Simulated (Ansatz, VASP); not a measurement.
IrS in VASP and in Ansatz

Contents of INCAR:

```
ALGO = Normal ; EDIFF = 1E-6
ENCUT = 520 ; GGA = PE
ISIF = 2 ; ISMEAR = 0
LASPH = True ; LCHARG = False
LREAL = False ; LWAVE = False
NBANDS = 14 ; NELM = 100
PREC = Accurate ; SIGMA = 0.05
```

File KPOINTS:

```
k-points
0
Gamma
  6 6 6
```

Contents of POSCAR:

```
IrS
1.0
    0.0000000000      2.4716287175      2.4716287175
    2.4716287175      0.0000000000      2.4716287175
    2.4716287175      2.4716287175      0.0000000000
Ir S
1 1
Direct
    0.5000000000      0.5000000000      0.5000000000
    0.0000000000      0.0000000000      0.0000000000
```

Input for Ansatz:

```yaml
crystal:
  lattice:
    - [0.0, 2.4716287175, 2.4716287175]
    - [2.4716287175, 0.0, 2.4716287175]
    - [2.4716287175, 2.4716287175, 0.0]
  atoms:
    - { symbol: Ir, position: [0.5, 0.5, 0.5] }
    - { symbol: S, position: [0.0, 0.0, 0.0] }
basis:
  ecutwfc: 420
  ecutrho_ratio: 4
kpoints:
  mp_grid: { grid: [6, 6, 6] }
hamiltonian:
  xc: pbe
scf:
  occupations: { method: gaussian, width: 0.05 }
output:
  forces: true
  stress: true
  eigenvalues: true
```

Alike in both runs: task single point; functional PBE; k mesh 6 × 6 × 6; occupations gaussian, width 0.05 eV; no spin polarisation.

```csv
,VASP,Ansatz
version,VASP 6.6.1,Ansatz 0.2.0
potentials or method,"VASP PAW PBE potentials, release 64 (Ir, S), cutoff 520 eV","scalar-relativistic, plane waves, PAW"
valence electrons in the cell,15,23
```

Ansatz gave:

* gap on the k mesh at the Fermi level (eV): none
* pressure (GPa): 0.0

What did VASP give for the same quantities?

gap on the k mesh at the Fermi level (eV): none; pressure (GPa): 0.5.

A gap of «none» marks a metal or a gap that the smearing closes. VASP's potentials hold 15 valence electrons a cell and Ansatz's 23, so a difference there can come from the potentials and not from the codes.

The k mesh is coarse, so the values compare programs but aren't converged. Spin-orbit coupling is off throughout.
